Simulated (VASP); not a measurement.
# HgTe (I-4m2) in VASP: a series of runs

The runs below take HgTe through single point, with BLYP, LDA, PBEsol.

Everything below comes from runs of VASP 6.6.1. Logs are shortened: lines on timing, memory, paths and dates and some standing lists are left out, and cuts for length are marked.

## Step 1: The cell of the first run

Symmetry: I-4m2, No. 119, tetragonal system. The conventional cell has a = 6.091 Å, b = 6.091 Å, c = 3.119 Å, α = 90.00°, β = 90.00°, γ = 90.00°. Hg (site symmetry -4m2) has 2 Hg at 3.12 Å and 8 Te at 3.14 to 3.84 Å within 4.1 Å. Within 4.1 Å of Te (site symmetry -4m2) lie 2 Te at 3.12 Å and 8 Hg at 3.14 to 3.84 Å.

## Step 2: Single point, BLYP

The input, INCAR:

```
AGGAC = 1.0 ; AGGAX = 1.0
ALDAC = 0.0 ; ALDAX = 1.0
ALGO = Normal ; EDIFF = 1E-6
ENCUT = 520 ; GGA = B5
ISIF = 2 ; ISMEAR = -1
LASPH = True ; LCHARG = True
LELF = True ; LREAL = False
LVHAR = True ; LWAVE = False
NBANDS = 16 ; NELM = 80
PREC = Accurate ; SIGMA = 0.05
```

The input, KPOINTS:

```
k-points
0
Gamma
  6 6 6
```

The input, POSCAR:

```
HgTe
1.0
   -3.0456030000      3.0456030000      1.5594100000
    3.0456030000     -3.0456030000      1.5594100000
    3.0456030000      3.0456030000     -1.5594100000
Hg Te
1 1
Direct
    0.2500000000      0.7500000000      0.5000000000
    0.0000000000      0.0000000000      0.0000000000
```

Potentials or basis: VASP PAW PBE potentials, release 64 (Hg, Te).

Run with:

```sh
cat potpaw_PBE.64/Hg/POTCAR potpaw_PBE.64/Te/POTCAR > POTCAR
mpirun -np 1 vasp_std > vasp.out
```

OUTCAR:

```text
EDIFF = 1E-6
   ENCUT = 520
   GGA = B5
   ISIF = 2
   ISMEAR = -1
   LASPH = True
   LREAL = False
   NELM = 80
   PREC = Accurate

 ion  position               nearest neighbor table
   1  0.250  0.750  0.500-   2 3.14   2 3.14   2 3.14   2 3.14
   2  0.000  0.000  0.000-   1 3.14   1 3.14   1 3.14   1 3.14

  LATTYP: Found a body centered tetragonal cell.
 ALAT       =     6.0912060000
 C/A-ratio  =     0.5120201156

  Lattice vectors:

 A1 = (  -3.0456030000,   3.0456030000,   1.5594100000)
 A2 = (   3.0456030000,  -3.0456030000,   1.5594100000)
 A3 = (   3.0456030000,   3.0456030000,  -1.5594100000)

Analysis of symmetry for initial positions (statically):
=====================================================================
 Subroutine PRICEL returns:
 Original cell was already a primitive cell.

 Routine SETGRP: Setting up the symmetry group for a
 body centered tetragonal supercell.

 Subroutine GETGRP returns: Found  8 space group operations
 (whereof  8 operations were pure point group operations)
 out of a pool of 16 trial point group operations.

The static configuration has the point symmetry D_2d.

Analysis of symmetry for dynamics (positions and initial velocities):
=====================================================================
 Subroutine PRICEL returns:
 Original cell was already a primitive cell.

 Routine SETGRP: Setting up the symmetry group for a
 body centered tetragonal supercell.

 Subroutine GETGRP returns: Found  8 space group operations
 (whereof  8 operations were pure point group operations)
 out of a pool of 16 trial point group operations.

The dynamic configuration has the point symmetry D_2d.

 Subroutine INISYM returns: Found  8 space group operations
 (whereof  8 operations are pure point group operations),
 and found     1 'primitive' translations

----------------------------------------------------------------------------------------

                                     Primitive cell

  volume of cell :      57.8585

  direct lattice vectors                    reciprocal lattice vectors
    -3.045603000  3.045603000  1.559410000     0.000000000  0.164171102  0.320634086
     3.045603000 -3.045603000  1.559410000     0.164171102  0.000000000  0.320634086
     3.045603000  3.045603000 -1.559410000     0.164171102  0.164171102  0.000000000

  length of vectors
     4.580737366  4.580737366  4.580737366     0.360219888  0.360219888  0.232172999

  position of ions in fractional coordinates (direct lattice)
     0.250000000  0.750000000  0.500000000
     0.000000000  0.000000000  0.000000000

  ion indices of the primitive-cell ions
   primitive index   ion index
                 1           1
                 2           2

----------------------------------------------------------------------------------------

 KPOINTS: k-points

Automatic generation of k-mesh.
 Grid dimensions read from file:
 generate k-points for:    6    6    6

 Generating k-lattice:

  Cartesian coordinates                     Fractional coordinates (reciprocal lattice)
     0.000000000  0.027361850  0.053439014     0.166666667  0.000000000  0.000000000
     0.027361850  0.000000000  0.053439014     0.000000000  0.166666667  0.000000000
     0.027361850  0.027361850  0.000000000     0.000000000  0.000000000  0.166666667

  Length of vectors
     0.060036648  0.060036648  0.038695500

  Shift w.r.t. Gamma in fractional coordinates (k-lattice)
     0.000000000  0.000000000  0.000000000

 Subroutine IBZKPT returns following result:
 ===========================================

 Found     30 irreducible k-points:

 Following reciprocal coordinates:
            Coordinates               Weight
  0.000000  0.000000  0.000000      1.000000
  0.166667  0.000000  0.000000      8.000000
  0.333333  0.000000  0.000000      8.000000
  0.500000  0.000000  0.000000      4.000000
  0.166667  0.166667  0.000000      8.000000
  0.333333  0.166667  0.000000     16.000000
[... 16 lines left out ...]
 -0.333333 -0.333333  0.166667      8.000000
 -0.166667 -0.333333  0.166667      8.000000
 [... further k-points ...]
   k-points           NKPTS =     30   k-points in BZ     NKDIM =     30   number of bands    NBANDS=     16
   number of dos      NEDOS =    301   number of ions     NIONS =      2
   total plane-waves  NPLWV =  46656
   dimension x,y,z NGX =    36 NGY =   36 NGZ =   36
   dimension x,y,z NGXF=    72 NGYF=   72 NGZF=   72
   ions per type =               1   1
   NGX,Y,Z   is equivalent  to a cutoff of  13.07, 13.07, 13.07 a.u.
   NGXF,Y,Z  is equivalent  to a cutoff of  26.13, 26.13, 26.13 a.u.
 SYSTEM =  unknown system
   PREC   = accura    normal or accurate (medium, high low for compatibility)
   ISTART =      0    job   : 0-new  1-cont  2-samecut
   ICHARG =      2    charge: 1-file 2-atom 10-const
   ISPIN  =      1    spin polarized calculation?
   LNONCOLLINEAR =      F non collinear calculations
   LSORBIT =      F    spin-orbit coupling
   LASPH  =      T    aspherical Exc in radial PAW
   ENCUT  =  520.0 eV  38.22 Ry    6.18 a.u.   8.52  8.52  8.52*2*pi/ulx,y,z
   NELM   =     80;   NELMIN=  2; NELMDL= -5     # of ELM steps
   EDIFF  = 0.1E-05   stopping-criterion for ELM
   LREAL  =      F    real-space projection
   EDIFFG = 0.1E-04   stopping-criterion for IOM
   NSW    =      0    number of steps for IOM
   IBRION =     -1    ionic relax: 0-MD 1-quasi-New 2-CG
   NFREE  =      0    steps in history (QN), initial steepest desc. (CG)
   ISIF   =      2    stress and relaxation
   ISYM   =      2    0-nonsym 1-usesym 2-fastsym
   POTIM  = 0.5000    time-step for ionic-motion
   TEBEG  =    0.0;   TEEND  =   0.0 temperature during run
   PSTRESS=    0.0 pullay stress
   NELECT =      18.0000    total number of electrons
   NUPDOWN=      -1.0000    fix difference up-down
   EMIN   =  10.00;   EMAX   =-10.00  energy-range for DOS
   EFERMI =   0.00;   METHOD = LEGACY
   ISMEAR =    -1;   SIGMA  =   0.05  broadening in eV -4-tet -1-fermi 0-gaus
   EFERMI_NEDOS =   21; number of points for ismear=-14 and -15
   IALGO  =     38    algorithm
   IMIX   =      4    mixing-type and parameters
     AMIX     =   0.40;   BMIX     =  1.00
     AMIX_MAG =   1.60;   BMIX_MAG =  1.00
  volume/ion in A,a.u.               =      28.93       195.22
  Fermi-wavevector in a.u.,A,eV,Ry     =   1.109286  2.096246 16.742166  1.230515
  Thomas-Fermi vector in A             =   2.245823
   LORBIT       =      0    0 simple, 1 ext, 2 COOP (PROOUT), +10 PAW based schemes
   GGA     = B5    functional components
   LHFCALC =     F    Hartree Fock is set to
   AEXX    =    0.0000 exact exchange contribution
   IVDW    =     0    specifies the selected vdW correction
   LEPSILON=     F    determine dielectric tensor
   LRPA    =     F    only Hartree local field effects (RPA)
 non-spin polarized calculation
  energy-cutoff  :      520.00
  volume of cell :       57.86
 maximum number of plane-waves:      1586
 NGX is ok and might be reduce to    36
   NGX = 17   NGY = 17   NGZ = 17

 number of electron      18.0000002 magnetization

 Free energy of the ion-electron system (eV)
  ---------------------------------------------------
  ext. energy  EPLUGINS =         0.00000000
  ---------------------------------------------------
  free energy    TOTEN  =        -1.97906831 eV

  energy without entropy =       -1.96005664  energy(sigma->0) =       -1.96956247

 E-fermi :   5.0710     XC(G=0):  -9.2159

 val. band max:        5.0177239365   @ k =  -0.1667   0.3333   0.1667
 cond. band min:       5.0811054120   @ k =  -0.3333   0.5000   0.3333
 fundamental gap:      0.0633814755
 Fermi energy:         5.0709530653

 k-point     1 :       0.0000    0.0000    0.0000
  band No.  band energies     occupation
      1      -7.6655      2.00000
      2      -2.4286      2.00000
      3      -1.7335      2.00000
      4      -1.6686      2.00000
      5      -1.2290      2.00000
      6      -1.2290      2.00000
[... 8 lines left out ...]
     15      15.1119      0.00000
     16      16.4274      0.00000

 k-point     2 :       0.1667    0.0000    0.0000
  band No.  band energies     occupation
      1      -7.2378      2.00000
      2      -2.0345      2.00000
      3      -1.7022      2.00000
      4      -1.6845      2.00000
      5      -1.4336      2.00000
      6      -1.4239      2.00000
[... 8 lines left out ...]
     15      14.6442      0.00000
     16      14.7235      0.00000

 k-point     3 :       0.3333    0.0000    0.0000
  band No.  band energies     occupation
      1      -6.1152      2.00000
      2      -1.8481      2.00000
      3      -1.8009      2.00000
      4      -1.6743      2.00000
      5      -1.5227      2.00000
      6      -1.2974      2.00000
[... 8 lines left out ...]
     15      13.1077      0.00000
     16      15.5803      0.00000

 k-point     4 :       0.5000    0.0000    0.0000
  band No.  band energies     occupation
      1      -5.2544      2.00000
      2      -2.0137      2.00000
      3      -1.8945      2.00000
      4      -1.6470      2.00000
      5      -1.4608      2.00000
      6      -1.2424      2.00000
[... 8 lines left out ...]
     15      14.9769      0.00000
     16      15.3402      0.00000
[... 324 lines left out ...]
 k-point    22 :      -0.1667    0.5000    0.1667
  band No.  band energies     occupation
      1      -5.8949      2.00000
      2      -1.8650      2.00000
      3      -1.8522      2.00000
      4      -1.4967      2.00000
      5      -1.4570      2.00000
      6      -1.3658      2.00000
[... 8 lines left out ...]
     15      14.8630      0.00000
     16      16.2395      0.00000

 k-point    23 :      -0.3333   -0.3333    0.1667
  band No.  band energies     occupation
      1      -5.8587      2.00000
      2      -1.8965      2.00000
      3      -1.8388      2.00000
      4      -1.4998      2.00000
      5      -1.4485      2.00000
      6      -1.2612      2.00000
[... 8 lines left out ...]
     15      15.5099      0.00000
     16      15.8837      0.00000

 k-point    24 :      -0.1667   -0.3333    0.1667
  band No.  band energies     occupation
      1      -5.3024      2.00000
      2      -2.0142      2.00000
      3      -2.0017      2.00000
      4      -1.7207      2.00000
      5      -1.4702      2.00000
      6      -0.9509      2.00000
[... 8 lines left out ...]
     15      15.3000      0.00000
     16      16.7616      0.00000

 [... further k-points ...]
[... 5 lines left out ...]
  --------------------------------------------------------------------------------------
  -------------------------------------------------------------------------------------
  Total        1.7506740      1.7506740      1.7619896      0.0000000      0.0000000      0.0000000
  in kB       48.4784780     48.4784780     48.7918206      0.0000000      0.0000000      0.0000000
  external PRESSURE =      48.5829255 kB  Pullay stress =       0.0000000 kB

 VOLUME and BASIS-vectors are now :
 -----------------------------------------------------------------------------
  energy-cutoff  :      520.00
  volume of cell :       57.86
      direct lattice vectors                 reciprocal lattice vectors
    -3.045603000  3.045603000  1.559410000     0.000000000  0.164171102  0.320634086
     3.045603000 -3.045603000  1.559410000     0.164171102  0.000000000  0.320634086
     3.045603000  3.045603000 -1.559410000     0.164171102  0.164171102  0.000000000

 POSITION                                       TOTAL-FORCE (eV/Angst)
 -----------------------------------------------------------------------------------
      3.04560      0.00000      0.77970        -0.000000      0.000000      0.000000
      0.00000      0.00000      0.00000         0.000000     -0.000000     -0.000000
 -----------------------------------------------------------------------------------
    total drift:                                0.000000     -0.000000      0.000000

  FREE ENERGIE OF THE ION-ELECTRON SYSTEM (eV)
  ---------------------------------------------------
  free  energy   TOTEN  =        -1.9790683062 eV

  energy  without entropy=       -1.9600566369  energy(sigma->0) =       -1.96956247
```

It took 33 s on 1 thread of Intel Xeon Platinum 8488C (Sapphire Rapids), shared host; peak memory 0.18 GiB.

Results:

* Free energy: -1.9791 eV
* Pressure: 4.9 GPa
* Band gap on the k mesh: zero (band 9 reaches 6.31 eV, above the bottom of band 10 at 2.56 eV)

Caveat: the k points lie up to 0.38 Å⁻¹ apart; the PAW data sets were made with another functional, which shifts forces and pressure a little; spin-orbit coupling is left out, which moves the levels of the heavy elements.

(Part 1 of 2 ends here.)
